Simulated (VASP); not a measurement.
Set up this calculation in VASP 6.6.1, as the native input.

| Quantity | Value |
| --- | --- |
| Task | single point |
| Functional | r2SCAN |
| Potentials or basis | VASP PAW PBE potentials, release 64 (Ga_d, Sb) |
| Cutoff | 520 eV |
| k mesh | 8 × 8 × 8 |
| Occupations | fermi-dirac, width 0.02 eV |
| Spin | no spin polarisation |
| Dipole correction | no |
| Further INCAR settings | ALGO = Normal; EDIFF = 1e-06; NBANDS = 16 |

GaSb:

```
Ga Sb
1.0
     0.00000    3.06588    3.06588
     3.02817    0.00000    3.06588
     3.02817    3.06588    0.00000
Ga Sb
1 1
Direct
  0.00000 0.00000 0.00000
  0.25000 0.25000 0.25000
```

This cell differs from its parent crystal: uniaxial x strain -1.2%.

The input as run:

POSCAR

```
GaSb
1.0
    0.0000000000      3.0658787992      3.0658787992
    3.0281684900      0.0000000000      3.0658787992
    3.0281684900      3.0658787992      0.0000000000
Ga Sb
1 1
Direct
    0.0000000000      0.0000000000      0.0000000000
    0.2500000000      0.2500000000      0.2500000000
```

INCAR.step1

```
SYSTEM = GaSb
ALGO = Normal ; EDIFF = 1E-4
ENCUT = 520 ; GGA = PE
ISMEAR = -1 ; LASPH = .True.
LCHARG = .False. ; LREAL = .False.
LWAVE = .True. ; NBANDS = 16
NELM = 60 ; PREC = Accurate
SIGMA = 0.02
```

INCAR.step2

```
SYSTEM = GaSb
ALGO = Normal ; EDIFF = 1E-6
ENCUT = 520 ; ISIF = 2
ISMEAR = -1 ; ISTART = 1
LASPH = .True. ; LCHARG = .False.
LMIXTAU = .True. ; LREAL = .False.
LWAVE = .False. ; METAGGA = R2SCAN
NBANDS = 16 ; NELM = 60
PREC = Accurate ; SIGMA = 0.02
```

KPOINTS

```
k-points
0
Gamma
  8 8 8
  0 0 0
```

Potentials or basis: VASP PAW PBE potentials, release 64 (Ga_d, Sb).

The run is started by

```console
$ cat potpaw_PBE.64/Ga_d/POTCAR potpaw_PBE.64/Sb/POTCAR > POTCAR
$ cp INCAR.step1 INCAR
$ mpirun -np 1 vasp_std > vasp.out
$ cp INCAR.step2 INCAR
$ mpirun -np 1 vasp_std > vasp.out
```

Results of the run:

The pressure is 0.8 GPa and the band gap on the k mesh is 0.44 eV, direct.

Caveat: the cell differs from its parent crystal (uniaxial x strain -1.2%); the PAW data sets were made with another functional, which shifts forces and pressure a little; spin-orbit coupling is left out, which moves the levels of the heavy elements.

Run time: 47 s on 1 thread of Intel(R) Xeon(R) 6975P-C (Granite Rapids) (shared host), peak memory 0.21 GiB.
